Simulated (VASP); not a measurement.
Wanted: the native input for a VASP 6.6.1 run.

- Task: single point
- Functional: r2SCAN
- Potentials or basis: VASP PAW PBE potentials, release 64 (Li_sv, Se, Tl_d)
- Cutoff: 520 eV
- k mesh: 6 × 6 × 4
- Occupations: gaussian, width 0.01 eV
- Spin: no spin polarisation
- Dipole correction: no
- Further INCAR settings: ALGO = Normal; EDIFF = 1e-06; NBANDS = 22

Crystal: LiTlSe2.

```
CELL_PARAMETERS angstrom
4.11000 0.00000 0.00000
0.00000 4.11000 0.00000
0.00000 0.00000 6.27087
ATOMIC_POSITIONS crystal
Li 0.00000 0.00000 0.00000
Se 0.00000 0.50000 0.23215
Se 0.50000 0.00000 0.76785
Tl 0.50000 0.50000 0.50000
```

This cell differs from its parent crystal: epitaxial xy strain -3.6%.

The input as run:

POSCAR

```
LiTlSe2
1.0
    4.1099971272      0.0000000000      0.0000000000
    0.0000000000      4.1099971272      0.0000000000
    0.0000000000      0.0000000000      6.2708670684
Li Se Tl
1 2 1
Direct
    0.0000000000      0.0000000000      0.0000000000
    0.0000000000      0.5000000000      0.2321512576
    0.5000000000      0.0000000000      0.7678487424
    0.5000000000      0.5000000000      0.5000000000
```

INCAR.step1

```
SYSTEM = LiTlSe2
PREC = Accurate
ENCUT = 520
ISMEAR = 0
SIGMA = 0.01
LREAL = .FALSE.
LASPH = .TRUE.
NELM = 80
NBANDS = 22
GGA = PE
ALGO = Normal
EDIFF = 1E-4
LWAVE = .TRUE.
LCHARG = .FALSE.
```

INCAR.step2

```
SYSTEM = LiTlSe2
PREC = Accurate
ENCUT = 520
EDIFF = 1E-6
ISMEAR = 0
SIGMA = 0.01
LREAL = .FALSE.
LASPH = .TRUE.
NELM = 80
ALGO = Normal
ISIF = 2
LWAVE = .FALSE.
LCHARG = .FALSE.
METAGGA = R2SCAN
LMIXTAU = .TRUE.
NBANDS = 22
ISTART = 1
```

KPOINTS

```
Automatic mesh
0
G
  6 6 4
  0 0 0
```

Potentials or basis: VASP PAW PBE potentials, release 64 (Li_sv, Se, Tl_d).

Command:

```console
$ cat potpaw_PBE.64/Li_sv/POTCAR potpaw_PBE.64/Se/POTCAR potpaw_PBE.64/Tl_d/POTCAR > POTCAR
$ cp INCAR.step1 INCAR
$ mpirun -np 1 vasp_std > vasp.out
$ cp INCAR.step2 INCAR
$ mpirun -np 1 vasp_std > vasp.out
```

It gave:

```json
{
  "Largest force": "0.008 eV/Å",
  "Band gap on the k mesh": "0.81 eV, direct"
}
```

Caveat: the cell differs from its parent crystal (epitaxial xy strain -3.6%); the PAW data sets were made with another functional, which shifts forces and pressure a little; spin-orbit coupling is left out, which moves the levels of the heavy elements.

It took 2.1 min on 1 thread of Intel(R) Xeon(R) 6975P-C (Granite Rapids) (shared host), peak memory 0.26 GiB.
